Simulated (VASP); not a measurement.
# CuO (P-1) in VASP: single point with LDA+U

Aim: the single point of CuO with LDA+U.

All numbers are computed with VASP 6.6.1; they aren't measurements. Logs are shortened: lines on timing, memory, paths and dates and some standing lists are left out, and cuts for length are marked.

## Step 1: The cell of the first run

The typed cell holds 4 atoms: a = 2.866 Å, b = 2.866 Å, c = 5.065 Å, α = 90.20°, β = 90.13°, γ = 89.46°.

## Step 2: Single point, LDA+U

File INCAR:

```
PREC = Accurate
ENCUT = 520
EDIFF = 1E-7
ISMEAR = -1
SIGMA = 0.05
LREAL = F
LASPH = T
NELM = 150
ALGO = Normal
ISIF = 2
LWAVE = F
LCHARG = T
LMAXMIX = 4
LDAU = T
LDAUTYPE = 2
LDAUL = 2 -1
LDAUU = 4.5 0
LDAUJ = 0 0
LDAUPRINT = 1
LELF = T
LVHAR = T
NBANDS = 25
```

File KPOINTS:

```
regular mesh
0
Gamma
  10 10 5
```

File POSCAR:

```
CuO
1.0
    2.0314397670     -2.0156482832      0.1553201199
    2.0285560570      2.0183434447      0.1564220194
   -0.4082262214     -0.0060072344      5.0483173511
Cu O
2 2
Direct
   -0.0000014123      0.5000004967     -0.0000000055
    0.5000034781     -0.0000001550      0.4999999614
    0.5009221112      0.4985768026      0.2499978066
    0.4990758230      0.5014228456      0.7500022274
```

Potentials or basis: VASP PAW LDA potentials, release 64 (Cu, O).

Command:

```
$ cat potpaw_LDA.64/Cu/POTCAR potpaw_LDA.64/O/POTCAR > POTCAR
$ mpirun -np 1 vasp_std > vasp.out
```

OUTCAR:

```text
PREC = Accurate
   ENCUT = 520
   EDIFF = 1E-7
   ISMEAR = -1
   LREAL = F
   LASPH = T
   NELM = 150
   ISIF = 2

 ion  position               nearest neighbor table
   1  1.000  0.500  1.000-   4 1.91   3 1.91   3 1.91   4 1.91
   2  0.500  1.000  0.500-   3 1.91   4 1.91   3 1.91   4 1.91
   3  0.501  0.499  0.250-   2 1.91   1 1.91   1 1.91   2 1.91
   4  0.499  0.501  0.750-   2 1.91   1 1.91   1 1.91   2 1.91

  LATTYP: Found a triclinic cell.
 ALAT       =     2.8659570597
 B/A-ratio  =     1.4075552512
 C/A-ratio  =     2.2630503983
 COS(alpha) =     0.0006874134
 COS(beta)  =     0.4442400231
 COS(gamma) =     0.7037989072

  Lattice vectors:

 A1 = (  -2.0314397670,   2.0156482832,  -0.1553201199)
 A2 = (  -0.0028837100,   4.0339917279,   0.0011018995)
 A3 = (  -3.6517696026,   0.0033120729,  -5.3600594904)

Analysis of symmetry for initial positions (statically):
=====================================================================
 Subroutine PRICEL returns:
 Original cell was already a primitive cell.

 Routine SETGRP: Setting up the symmetry group for a
 triclinic supercell.

 Subroutine GETGRP returns: Found  2 space group operations
 (whereof  2 operations were pure point group operations)
 out of a pool of  2 trial point group operations.

The static configuration has the point symmetry S_2 .

Analysis of symmetry for dynamics (positions and initial velocities):
=====================================================================
 Subroutine PRICEL returns:
 Original cell was already a primitive cell.

 Routine SETGRP: Setting up the symmetry group for a
 triclinic supercell.

 Subroutine GETGRP returns: Found  2 space group operations
 (whereof  2 operations were pure point group operations)
 out of a pool of  2 trial point group operations.

The dynamic configuration has the point symmetry S_2 .

 Subroutine INISYM returns: Found  2 space group operations
 (whereof  2 operations are pure point group operations),
 and found     1 'primitive' translations

----------------------------------------------------------------------------------------

                                     Primitive cell

  volume of cell :      41.5974

  direct lattice vectors                    reciprocal lattice vectors
     2.031439767 -2.015648283  0.155320120     0.244971715 -0.247723630  0.019514570
     2.028556057  2.018343445  0.156422019     0.244599607  0.248062788  0.020074440
    -0.408226221 -0.006007234  5.048317351    -0.015115888 -0.000064580  0.196863398

  length of vectors
     2.865957060  2.865871209  5.064799385     0.348939761  0.348951426  0.197442883

  position of ions in fractional coordinates (direct lattice)
     0.999998588  0.500000497  0.999999995
     0.500003478  0.999999845  0.499999961
     0.500922111  0.498576803  0.249997807
     0.499075823  0.501422846  0.750002227

  ion indices of the primitive-cell ions
   primitive index   ion index
                 1           1
                 2           2
                 3           3
                 4           4

----------------------------------------------------------------------------------------

 KPOINTS: regular mesh

Automatic generation of k-mesh.
 Grid dimensions read from file:
[... 95 lines left out ...]
   LHFCALC =     F    Hartree Fock is set to
   AEXX    =    0.0000 exact exchange contribution
   IVDW    =     0    specifies the selected vdW correction
   LEPSILON=     F    determine dielectric tensor
   LRPA    =     F    only Hartree local field effects (RPA)
 non-spin polarized calculation
  energy-cutoff  :      520.00
  volume of cell :       41.60
 maximum number of plane-waves:      1140
 NGX is ok and might be reduce to    24
   NGX = 11   NGY = 11   NGZ = 19

atom =   1  type =  1  l = 2

 onsite density matrix

spin component  1

  0.9450  0.0044  0.0147 -0.0081  0.0006
  0.0044  0.8860  0.0115  0.0769 -0.0066
  0.0147  0.0115  0.9676 -0.0111  0.0008
 -0.0081  0.0769 -0.0111  0.8862  0.0066
  0.0006 -0.0066  0.0008  0.0066  0.9626

spin component  2

  0.9450  0.0044  0.0147 -0.0081  0.0006
  0.0044  0.8860  0.0115  0.0769 -0.0066
  0.0147  0.0115  0.9676 -0.0111  0.0008
 -0.0081  0.0769 -0.0111  0.8862  0.0066
  0.0006 -0.0066  0.0008  0.0066  0.9626

 occupancies and eigenvectors

  o =  0.8066  v =  0.0535 -0.7015  0.0942  0.7019 -0.0600  0.0000  0.0000  0.0000  0.0000  0.0000      0.0000  0.0000  0.0000  0.0000  0.0000  0.0000  0.0000  0.0000  0.0000  0.0000
  o =  0.8066  v =  0.0000  0.0000  0.0000  0.0000  0.0000  0.0535 -0.7015  0.0942  0.7019 -0.0600      0.0000  0.0000  0.0000  0.0000  0.0000  0.0000  0.0000  0.0000  0.0000  0.0000
  o =  0.9375  v = -0.8920 -0.0735  0.4414 -0.0642  0.0058  0.0000  0.0000  0.0000  0.0000  0.0000      0.0000  0.0000  0.0000  0.0000  0.0000  0.0000  0.0000  0.0000  0.0000  0.0000
  o =  0.9375  v =  0.0000  0.0000  0.0000  0.0000  0.0000 -0.8920 -0.0735  0.4414 -0.0642  0.0058      0.0000  0.0000  0.0000  0.0000  0.0000  0.0000  0.0000  0.0000  0.0000  0.0000
  o =  0.9632  v =  0.0000  0.0000  0.0000  0.0000  0.0000  0.0573 -0.6750 -0.0938 -0.6358  0.3579      0.0000  0.0000  0.0000  0.0000  0.0000  0.0000  0.0000  0.0000  0.0000  0.0000
  o =  0.9632  v =  0.0573 -0.6750 -0.0938 -0.6358  0.3579  0.0000  0.0000  0.0000  0.0000  0.0000      0.0000  0.0000  0.0000  0.0000  0.0000  0.0000  0.0000  0.0000  0.0000  0.0000
  o =  0.9632  v =  0.0139 -0.2145 -0.0375 -0.2900 -0.9318  0.0000  0.0000  0.0000  0.0000  0.0000      0.0000  0.0000  0.0000  0.0000  0.0000  0.0000  0.0000  0.0000  0.0000  0.0000
  o =  0.9632  v =  0.0000  0.0000  0.0000  0.0000  0.0000  0.0139 -0.2145 -0.0375 -0.2900 -0.9318      0.0000  0.0000  0.0000  0.0000  0.0000  0.0000  0.0000  0.0000  0.0000  0.0000
  o =  0.9769  v =  0.0000  0.0000  0.0000  0.0000  0.0000  0.4451  0.0306  0.8866 -0.1221  0.0019      0.0000  0.0000  0.0000  0.0000  0.0000  0.0000  0.0000  0.0000  0.0000  0.0000
  o =  0.9769  v =  0.4451  0.0306  0.8866 -0.1221  0.0019  0.0000  0.0000  0.0000  0.0000  0.0000      0.0000  0.0000  0.0000  0.0000  0.0000  0.0000  0.0000  0.0000  0.0000  0.0000

atom =   2  type =  1  l = 2

 onsite density matrix

spin component  1

  0.9450  0.0045 -0.0147  0.0081 -0.0006
  0.0045  0.8858 -0.0117 -0.0769  0.0063
 -0.0147 -0.0117  0.9675 -0.0112  0.0009
  0.0081 -0.0769 -0.0112  0.8863  0.0063
 -0.0006  0.0063  0.0009  0.0063  0.9627

spin component  2

  0.9450  0.0045 -0.0147  0.0081 -0.0006
  0.0045  0.8858 -0.0117 -0.0769  0.0063
 -0.0147 -0.0117  0.9675 -0.0112  0.0009
  0.0081 -0.0769 -0.0112  0.8863  0.0063
 -0.0006  0.0063  0.0009  0.0063  0.9627

 occupancies and eigenvectors

  o =  0.8066  v = -0.0540  0.7024  0.0951  0.7010 -0.0575  0.0000  0.0000  0.0000  0.0000  0.0000      0.0000  0.0000  0.0000  0.0000  0.0000  0.0000  0.0000  0.0000  0.0000  0.0000
  o =  0.8066  v =  0.0000  0.0000  0.0000  0.0000  0.0000 -0.0540  0.7024  0.0951  0.7010 -0.0575      0.0000  0.0000  0.0000  0.0000  0.0000  0.0000  0.0000  0.0000  0.0000  0.0000
  o =  0.9375  v =  0.8921  0.0711  0.4418 -0.0622  0.0033  0.0000  0.0000  0.0000  0.0000  0.0000      0.0000  0.0000  0.0000  0.0000  0.0000  0.0000  0.0000  0.0000  0.0000  0.0000
  o =  0.9375  v =  0.0000  0.0000  0.0000  0.0000  0.0000  0.8921  0.0711  0.4418 -0.0622  0.0033      0.0000  0.0000  0.0000  0.0000  0.0000  0.0000  0.0000  0.0000  0.0000  0.0000
  o =  0.9632  v =  0.0000  0.0000  0.0000  0.0000  0.0000 -0.0520  0.6398 -0.0853 -0.5945  0.4766      0.0000  0.0000  0.0000  0.0000  0.0000  0.0000  0.0000  0.0000  0.0000  0.0000
  o =  0.9632  v = -0.0520  0.6398 -0.0853 -0.5945  0.4766  0.0000  0.0000  0.0000  0.0000  0.0000      0.0000  0.0000  0.0000  0.0000  0.0000  0.0000  0.0000  0.0000  0.0000  0.0000
  o =  0.9632  v = -0.0229  0.3018 -0.0479 -0.3696 -0.8772  0.0000  0.0000  0.0000  0.0000  0.0000      0.0000  0.0000  0.0000  0.0000  0.0000  0.0000  0.0000  0.0000  0.0000  0.0000
  o =  0.9632  v =  0.0000  0.0000  0.0000  0.0000  0.0000 -0.0229  0.3018 -0.0479 -0.3696 -0.8772      0.0000  0.0000  0.0000  0.0000  0.0000  0.0000  0.0000  0.0000  0.0000  0.0000
  o =  0.9769  v =  0.0000  0.0000  0.0000  0.0000  0.0000 -0.4449 -0.0329  0.8867 -0.1213  0.0030      0.0000  0.0000  0.0000  0.0000  0.0000  0.0000  0.0000  0.0000  0.0000  0.0000
  o =  0.9769  v = -0.4449 -0.0329  0.8867 -0.1213  0.0030  0.0000  0.0000  0.0000  0.0000  0.0000      0.0000  0.0000  0.0000  0.0000  0.0000  0.0000  0.0000  0.0000  0.0000  0.0000

 number of electron      33.9999966 magnetization

 Free energy of the ion-electron system (eV)
  ---------------------------------------------------
  ext. energy  EPLUGINS =         0.00000000
  ---------------------------------------------------
  free energy    TOTEN  =       -20.30997220 eV

  energy without entropy =      -20.28995831  energy(sigma->0) =      -20.29996525

 E-fermi :   4.9063     XC(G=0): -12.1539

 val. band max:        4.9043175909   @ k =   0.1000   0.3000  -0.0000
 cond. band min:       4.9081043961   @ k =   0.4000   0.1000  -0.0000
 fundamental gap:      0.0037868052
 Fermi energy:         4.9062871226

 k-point     1 :       0.0000    0.0000    0.0000
  band No.  band energies     occupation
      1     -14.8274      2.00000
      2     -13.2859      2.00000
      3      -3.7758      2.00000
      4      -1.0914      2.00000
      5      -1.0712      2.00000
      6       0.1830      2.00000
[... 661 lines left out ...]
     24      17.7436      0.00000
     25      20.7372      0.00000

 [... further k-points ...]

------------------------ aborting loop because EDIFF is reached ----------------------------------------

  FORCE on cell =-STRESS in cart. coord.  units (eV):
  Direction    XX          YY          ZZ          XY          YZ          ZX
  --------------------------------------------------------------------------------------
  -------------------------------------------------------------------------------------
  Total       -1.2428691     -1.2082837     -1.5675180      0.0002360      0.0018678      0.0351829
  in kB      -47.8707412    -46.5386394    -60.3750225      0.0090889      0.0719394      1.3551156
  external PRESSURE =     -51.5948010 kB  Pullay stress =       0.0000000 kB

 VOLUME and BASIS-vectors are now :
 -----------------------------------------------------------------------------
  energy-cutoff  :      520.00
  volume of cell :       41.60
      direct lattice vectors                 reciprocal lattice vectors
     2.031439767 -2.015648283  0.155320120     0.244971715 -0.247723630  0.019514570
     2.028556057  2.018343445  0.156422019     0.244599607  0.248062788  0.020074440
    -0.408226221 -0.006007234  5.048317351    -0.015115888 -0.000064580  0.196863398

 POSITION                                       TOTAL-FORCE (eV/Angst)
 -----------------------------------------------------------------------------------
      2.63749     -1.01248      5.28185        -0.000000      0.000000     -0.000000
      2.84017      1.00751      2.75824         0.000000      0.000000     -0.000000
      1.92693     -0.00489      1.41786         0.000436      0.001334     -0.000018
      1.72484      0.00158      3.94220        -0.000436     -0.001334      0.000018
 -----------------------------------------------------------------------------------
    total drift:                                0.003376     -0.002260      0.000114

  FREE ENERGIE OF THE ION-ELECTRON SYSTEM (eV)
  ---------------------------------------------------
  free  energy   TOTEN  =       -20.3099722004 eV

  energy  without entropy=      -20.2899583074  energy(sigma->0) =      -20.29996525
```

It took 1.8 min on 1 thread of Intel Xeon 6975P-C (Granite Rapids), shared host; peak memory 0.31 GiB.

Results:

```yaml
Free_energy: -20.3100 eV
Pressure: -5.2 GPa
Band_gap_on_the_k_mesh: zero (bands 17 and 18 overlap by 1.05 eV)
```

Eigenvalues of the final occupation matrices:
| site | spin | trace | eigenvalues |
| --- | --- | --- | --- |
| site 1 d | 1 | 4.65 | 0.81 0.94 0.96 0.96 0.98 |
| site 1 d | 2 | 4.65 | 0.81 0.94 0.96 0.96 0.98 |
| site 2 d | 1 | 4.65 | 0.81 0.94 0.96 0.96 0.98 |
| site 2 d | 2 | 4.65 | 0.81 0.94 0.96 0.96 0.98 |

Caveat: the cell stands under tension; U without spin polarisation on a metal has little footing.
